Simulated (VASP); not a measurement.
Set up this calculation in VASP 6.6.1, as the native input.

- Task: single point
- Functional: PBE
- Potentials or basis: VASP PAW PBE potentials, release 64 (Mo_sv, S)
- Cutoff: 520 eV
- k mesh: 4 × 4 × 4
- Occupations: gaussian, width 0.1 eV
- Spin: collinear spin
- Starting moments: [1.0, 1.0, 1.0, 1.0, 0.0, 0.0, 0.0, 0.0] μB
- Dipole correction: no
- Further INCAR settings: ALGO = Normal; EDIFF = 1e-07; NBANDS = 54

The structure of MoS lies in POSCAR:

```
MoS
1.0
    5.0916283212      0.0000000000      0.0000000000
    0.0000000000      5.0916283212      0.0000000000
    0.0000000000      0.0000000000      5.0916283212
Mo S
4 4
Direct
    0.1340000000      0.1340000000      0.1340000000
    0.3660000000      0.8660000000      0.6340000000
    0.6340000000      0.3660000000      0.8660000000
    0.8660000000      0.6340000000      0.3660000000
    0.8445000000      0.8445000000      0.8445000000
    0.6555000000      0.1555000000      0.3445000000
    0.3445000000      0.6555000000      0.1555000000
    0.1555000000      0.3445000000      0.6555000000
```

The input as run:

INCAR

```
SYSTEM = MoS
  PREC = Accurate
  ENCUT = 520
  EDIFF = 1E-7
  ISMEAR = 0
  SIGMA = 0.1
  LREAL = .False.
  LASPH = .True.
  NELM = 150
  ALGO = Normal
  ISIF = 2
  LWAVE = .False.
  LCHARG = .True.
  ISPIN = 2
  MAGMOM = 1 1 1 1 0 0 0 0
  LORBIT = 11
  LMAXMIX = 4
  GGA = PE
  LELF = .True.
  LVHAR = .True.
  NBANDS = 54
```

KPOINTS

```
regular mesh
0
Gamma
  4 4 4
  0 0 0
```

Potentials or basis: VASP PAW PBE potentials, release 64 (Mo_sv, S).

Launch:

```console
$ cat potpaw_PBE.64/Mo_sv/POTCAR potpaw_PBE.64/S/POTCAR > POTCAR
$ mpirun -np 1 vasp_std > vasp.out
```

It gave:

```yaml
Pressure: -20.2 GPa
Largest_force: 1.015 eV/Å
Band_gap_on_the_k_mesh: zero (filled and empty bands overlap)
Net_moment: 0.00 μB per cell
Valence_electrons_inside_the_program's_atomic_spheres: Mo 12.16; S 3.59
```

Caveat: the cell stands under tension; forces of over 1 eV/Å act on the atoms, so gaps and moduli don't describe the material at rest.

It took 2.1 min on 1 thread of AMD EPYC 9R45 96-Core Processor (Zen 5) (shared host), peak memory 0.3 GiB.
